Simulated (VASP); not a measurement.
# KCl (P-1) in VASP: single point with PBE

Aim: the single point of KCl with PBE.

Program: VASP 6.6.1. These are calculated values, not measurements. Logs are shortened: lines on timing, memory, paths and dates and some standing lists are left out, and cuts for length are marked.

### Step 1. The cell of the first run

The typed cell holds 4 atoms: a = 4.511 Å, b = 4.511 Å, c = 7.813 Å, α = 73.22°, β = 73.22°, γ = 60.00°.

### Step 2. Single point, PBE (atoms displaced along a vibrational mode)

Contents of INCAR:

```
PREC = Accurate ; ENCUT = 520
EDIFF = 1E-7 ; ISMEAR = 0
SIGMA = 0.05 ; LREAL = False
LASPH = True ; NELM = 100
ALGO = Normal ; ISIF = 2
LWAVE = False ; LCHARG = True
GGA = PE ; LELF = True
LVHAR = True ; NBANDS = 24
```

Contents of KPOINTS:

```
Automatic mesh
0
Gamma
  6 6 6
```

Contents of POSCAR:

```
KCl
1.0
    0.0000000000     -3.1897839381     -3.1897839381
   -3.1897839381      0.0000000000     -3.1897839381
    3.1897839381      3.1897839381     -6.3795678762
K Cl
2 2
Direct
   -0.0313512625      0.0404157595      0.0000000000
    0.5313512625      0.4595842405      0.5000000000
    0.7500000000      0.7500000000      0.7500000000
    0.2500000000      0.2500000000      0.2500000000
```

Potentials or basis: VASP PAW PBE potentials, release 64 (K_sv, Cl).

Launch:

```sh
$ cat potpaw_PBE.64/K_sv/POTCAR potpaw_PBE.64/Cl/POTCAR > POTCAR
$ mpirun -np 1 vasp_std > vasp.out
```

OUTCAR:

```text
PREC = Accurate
   ENCUT = 520
   EDIFF = 1E-7
   ISMEAR = 0
   LREAL = False
   LASPH = True
   NELM = 100
   ISIF = 2
   GGA = PE

 ion  position               nearest neighbor table
   1  0.969  0.040  0.000-   3 3.06   4 3.09   4 3.17   3 3.22
   2  0.531  0.460  0.500-   3 3.06   4 3.09   4 3.17   3 3.22
   3  0.750  0.750  0.750-   2 3.06   1 3.06   2 3.22   1 3.22
   4  0.250  0.250  0.250-   1 3.09   2 3.09   2 3.17   1 3.17

  LATTYP: Found a trigonal (rhomboedric) cell.
 ALAT       =     7.8133430381
 COS(alpha) =     0.8333333333

  Lattice vectors:

 A1 = (   3.1897839381,   6.3795678762,  -3.1897839381)
 A2 = (   6.3795678762,   3.1897839381,  -3.1897839381)
 A3 = (   3.1897839381,   3.1897839381,  -6.3795678762)

Analysis of symmetry for initial positions (statically):
=====================================================================
 Subroutine PRICEL returns:
 Original cell was already a primitive cell.

 Routine SETGRP: Setting up the symmetry group for a
 trigonal (rhombohedral) supercell.

 Subroutine GETGRP returns: Found  2 space group operations
 (whereof  1 operations were pure point group operations)
 out of a pool of 12 trial point group operations.

The static configuration has the point symmetry C_1 .
 The point group associated with its full space group is S_2 .

Analysis of symmetry for dynamics (positions and initial velocities):
=====================================================================
 Subroutine PRICEL returns:
 Original cell was already a primitive cell.

 Routine SETGRP: Setting up the symmetry group for a
 trigonal (rhombohedral) supercell.

 Subroutine GETGRP returns: Found  2 space group operations
 (whereof  1 operations were pure point group operations)
 out of a pool of 12 trial point group operations.

The dynamic configuration has the point symmetry C_1 .
 The point group associated with its full space group is S_2 .

 Subroutine INISYM returns: Found  2 space group operations
 (whereof  1 operations are pure point group operations),
 and found     1 'primitive' translations

----------------------------------------------------------------------------------------

                                     Primitive cell

  volume of cell :     129.8207

  direct lattice vectors                    reciprocal lattice vectors
     0.000000000 -3.189783938 -3.189783938     0.078375214 -0.235125643 -0.078375214
    -3.189783938  0.000000000 -3.189783938    -0.235125643  0.078375214 -0.078375214
     3.189783938  3.189783938 -6.379567876     0.078375214  0.078375214 -0.078375214

  length of vectors
     4.511035706  4.511035706  7.813343038     0.259941179  0.259941179  0.135749853

  position of ions in fractional coordinates (direct lattice)
     0.968648737  0.040415760  0.000000000
     0.531351263  0.459584241  0.500000000
     0.750000000  0.750000000  0.750000000
     0.250000000  0.250000000  0.250000000

  ion indices of the primitive-cell ions
   primitive index   ion index
                 1           1
                 2           2
                 3           3
                 4           4

----------------------------------------------------------------------------------------

 KPOINTS: Automatic mesh

Automatic generation of k-mesh.
 Grid dimensions read from file:
 generate k-points for:    6    6    6

 Generating k-lattice:

  Cartesian coordinates                     Fractional coordinates (reciprocal lattice)
     0.013062536 -0.039187607 -0.013062536     0.166666667  0.000000000  0.000000000
    -0.039187607  0.013062536 -0.013062536     0.000000000  0.166666667  0.000000000
     0.013062536  0.013062536 -0.013062536     0.000000000  0.000000000  0.166666667

  Length of vectors
     0.043323530  0.043323530  0.022624976

  Shift w.r.t. Gamma in fractional coordinates (k-lattice)
     0.000000000  0.000000000  0.000000000

 Subroutine IBZKPT returns following result:
 ===========================================

 Found    112 irreducible k-points:

 Following reciprocal coordinates:
            Coordinates               Weight
  0.000000  0.000000  0.000000      1.000000
  0.166667  0.000000  0.000000      2.000000
  0.000000  0.166667  0.000000      2.000000
 -0.166667 -0.166667 -0.166667      2.000000
  0.333333  0.000000  0.000000      2.000000
  0.000000  0.333333  0.000000      2.000000
[... 16 lines left out ...]
 -0.166667  0.500000  0.000000      2.000000
 -0.333333  0.500000  0.500000      2.000000
 [... further k-points ...]
   k-points           NKPTS =    112   k-points in BZ     NKDIM =    112   number of bands    NBANDS=     24
   number of dos      NEDOS =    301   number of ions     NIONS =      4
   total plane-waves  NPLWV =  77760
   dimension x,y,z NGX =    36 NGY =   36 NGZ =   60
   dimension x,y,z NGXF=    72 NGYF=   72 NGZF=  120
   ions per type =               2   2
   NGX,Y,Z   is equivalent  to a cutoff of  13.27, 13.27, 12.77 a.u.
   NGXF,Y,Z  is equivalent  to a cutoff of  26.53, 26.53, 25.53 a.u.
 SYSTEM =  unknown system
   PREC   = accura    normal or accurate (medium, high low for compatibility)
   ISTART =      0    job   : 0-new  1-cont  2-samecut
   ICHARG =      2    charge: 1-file 2-atom 10-const
   ISPIN  =      1    spin polarized calculation?
   LNONCOLLINEAR =      F non collinear calculations
   LSORBIT =      F    spin-orbit coupling
   LASPH  =      T    aspherical Exc in radial PAW
   ENCUT  =  520.0 eV  38.22 Ry    6.18 a.u.   8.39  8.39 14.53*2*pi/ulx,y,z
   NELM   =    100;   NELMIN=  2; NELMDL= -5     # of ELM steps
   EDIFF  = 0.1E-06   stopping-criterion for ELM
   LREAL  =      F    real-space projection
   EDIFFG = 0.1E-05   stopping-criterion for IOM
   NSW    =      0    number of steps for IOM
   IBRION =     -1    ionic relax: 0-MD 1-quasi-New 2-CG
   NFREE  =      0    steps in history (QN), initial steepest desc. (CG)
   ISIF   =      2    stress and relaxation
   ISYM   =      2    0-nonsym 1-usesym 2-fastsym
   POTIM  = 0.5000    time-step for ionic-motion
   TEBEG  =    0.0;   TEEND  =   0.0 temperature during run
   PSTRESS=    0.0 pullay stress
   NELECT =      32.0000    total number of electrons
   NUPDOWN=      -1.0000    fix difference up-down
   EMIN   =  10.00;   EMAX   =-10.00  energy-range for DOS
   EFERMI =   0.00;   METHOD = LEGACY
   ISMEAR =     0;   SIGMA  =   0.05  broadening in eV -4-tet -1-fermi 0-gaus
   EFERMI_NEDOS =   21; number of points for ismear=-14 and -15
   IALGO  =     38    algorithm
   IMIX   =      4    mixing-type and parameters
     AMIX     =   0.40;   BMIX     =  1.00
     AMIX_MAG =   1.60;   BMIX_MAG =  1.00
  volume/ion in A,a.u.               =      32.46       219.02
  Fermi-wavevector in a.u.,A,eV,Ry     =   1.026464  1.939735 14.335473  1.053628
  Thomas-Fermi vector in A             =   2.160358
   LORBIT       =      0    0 simple, 1 ext, 2 COOP (PROOUT), +10 PAW based schemes
   GGA     = PE    functional components
   LHFCALC =     F    Hartree Fock is set to
   AEXX    =    0.0000 exact exchange contribution
   IVDW    =     0    specifies the selected vdW correction
   LEPSILON=     F    determine dielectric tensor
   LRPA    =     F    only Hartree local field effects (RPA)
 non-spin polarized calculation
 Gauss-broadening in eV      SIGMA  =   0.05
  energy-cutoff  :      520.00
  volume of cell :      129.82
 maximum number of plane-waves:      3525
 NGX is ok and might be reduce to    36
   NGX = 17   NGY = 17   NGZ = 29

 number of electron      31.9999998 magnetization

 Free energy of the ion-electron system (eV)
  ---------------------------------------------------
  ext. energy  EPLUGINS =         0.00000000
  ---------------------------------------------------
  free energy    TOTEN  =       -13.58784019 eV

  energy without entropy =      -13.58784019  energy(sigma->0) =      -13.58784019

 E-fermi :  -1.7876     XC(G=0):  -7.3690

 val. band max:       -2.0020651110   @ k =   0.0000   0.0000   0.0000
 cond. band min:       3.0460166358   @ k =   0.0000   0.0000   0.0000
 fundamental gap:      5.0480817468
 Fermi energy:        -1.7876174043

 k-point     1 :       0.0000    0.0000    0.0000
  band No.  band energies     occupation
      1     -29.2940      2.00000
      2     -29.2850      2.00000
      3     -14.2589      2.00000
      4     -14.0841      2.00000
      5     -12.7631      2.00000
      6     -12.7588      2.00000
[... 16 lines left out ...]
     23       7.1954      0.00000
     24       7.2717      0.00000

 k-point     2 :       0.1667    0.0000    0.0000
  band No.  band energies     occupation
      1     -29.2920      2.00000
      2     -29.2842      2.00000
      3     -14.2104      2.00000
      4     -14.1228      2.00000
      5     -12.7939      2.00000
      6     -12.7718      2.00000
[... 16 lines left out ...]
     23       7.4012      0.00000
     24       7.6446      0.00000

 k-point     3 :       0.0000    0.1667    0.0000
  band No.  band energies     occupation
      1     -29.2921      2.00000
      2     -29.2842      2.00000
      3     -14.2102      2.00000
      4     -14.1227      2.00000
      5     -12.7944      2.00000
      6     -12.7693      2.00000
[... 16 lines left out ...]
     23       7.3869      0.00000
     24       7.6657      0.00000
[... 514 lines left out ...]
 k-point    23 :      -0.1667    0.5000    0.0000
  band No.  band energies     occupation
      1     -29.2855      2.00000
      2     -29.2825      2.00000
      3     -14.1492      2.00000
      4     -14.1293      2.00000
      5     -12.8296      2.00000
      6     -12.8107      2.00000
[... 16 lines left out ...]
     23       8.0306      0.00000
     24       8.4508      0.00000

 k-point    24 :      -0.3333    0.5000    0.5000
  band No.  band energies     occupation
      1     -29.2847      2.00000
      2     -29.2833      2.00000
      3     -14.1435      2.00000
      4     -14.1364      2.00000
      5     -12.8245      2.00000
      6     -12.8151      2.00000
[... 16 lines left out ...]
     23       7.8393      0.00000
     24       8.4479      0.00000

 [... further k-points ...]

------------------------ aborting loop because EDIFF is reached ----------------------------------------

  FORCE on cell =-STRESS in cart. coord.  units (eV):
  Direction    XX          YY          ZZ          XY          YZ          ZX
  --------------------------------------------------------------------------------------
  -------------------------------------------------------------------------------------
  Total        0.2828161      0.1738956      0.0269139      0.0578433     -0.0014374     -0.0244794
  in kB        3.4903653      2.1461271      0.3321569      0.7138713     -0.0177396     -0.3021114
  external PRESSURE =       1.9895498 kB  Pullay stress =       0.0000000 kB

 VOLUME and BASIS-vectors are now :
 -----------------------------------------------------------------------------
  energy-cutoff  :      520.00
  volume of cell :      129.82
      direct lattice vectors                 reciprocal lattice vectors
     0.000000000 -3.189783938 -3.189783938     0.078375214 -0.235125643 -0.078375214
    -3.189783938  0.000000000 -3.189783938    -0.235125643  0.078375214 -0.078375214
     3.189783938  3.189783938 -6.379567876     0.078375214  0.078375214 -0.078375214

 POSITION                                       TOTAL-FORCE (eV/Angst)
 -----------------------------------------------------------------------------------
     -0.12892     -3.08978     -3.21870         0.163604     -0.123306      0.034295
      0.12892     -0.10000     -6.35065        -0.163604      0.123306     -0.034295
      0.00000      0.00000     -9.56935        -0.000000     -0.000000     -0.000000
      0.00000      0.00000     -3.18978         0.000000     -0.000000      0.000000
 -----------------------------------------------------------------------------------
    total drift:                                0.000000      0.000000     -0.000000

  FREE ENERGIE OF THE ION-ELECTRON SYSTEM (eV)
  ---------------------------------------------------
  free  energy   TOTEN  =       -13.5878401914 eV

  energy  without entropy=      -13.5878401914  energy(sigma->0) =      -13.58784019
```

Run time: 3.3 min. Hardware: 1 thread of Intel Xeon 6975P-C (Granite Rapids), shared host; peak memory 0.45 GiB.

Results:

```yaml
Free_energy: -13.5878 eV
Pressure: 0.2 GPa
Largest_force: 0.208 eV/Å
Band_gap_on_the_k_mesh: 5.05 eV
```

Forces in eV/Å, atoms in the order of the input:
```
K    0.164 -0.123  0.034
K   -0.164  0.123 -0.034
Cl   0.000  0.000  0.000
Cl   0.000  0.000  0.000
```

Levels at points of the mesh, in eV from the valence-band top:
| k point | band 13 | band 14 | band 15 | band 16 | band 17 | band 18 | band 19 | band 20 |
| --- | --- | --- | --- | --- | --- | --- | --- | --- |
| (0.00, 0.00, 0.00) | -0.29 | -0.01 | 0.00 | 0.00 | 5.05 | 7.42 | 8.32 | 8.36 |
| (0.50, 0.00, 0.00) | -0.38 | -0.36 | -0.28 | -0.23 | 7.37 | 7.37 | 8.04 | 8.14 |
| (0.00, 0.50, 0.00) | -0.38 | -0.36 | -0.29 | -0.22 | 7.37 | 7.38 | 8.03 | 8.15 |
| (0.50, 0.50, 0.50) | -0.37 | -0.37 | -0.26 | -0.24 | 7.37 | 7.37 | 8.08 | 8.10 |
| (0.50, 0.50, 0.00) | -0.30 | -0.30 | -0.22 | -0.20 | 6.59 | 7.44 | 8.14 | 8.44 |
| (0.00, 0.50, 0.50) | -0.31 | -0.30 | -0.22 | -0.20 | 6.57 | 7.47 | 8.17 | 8.46 |
| (0.50, 0.00, 0.50) | -0.30 | -0.30 | -0.22 | -0.20 | 6.58 | 7.46 | 8.16 | 8.45 |
| (0.00, 0.00, 0.50) | -0.19 | -0.18 | -0.12 | -0.12 | 6.26 | 6.27 | 8.07 | 8.07 |

Caveat: the cell differs from its parent crystal (atoms displaced along a vibrational mode).
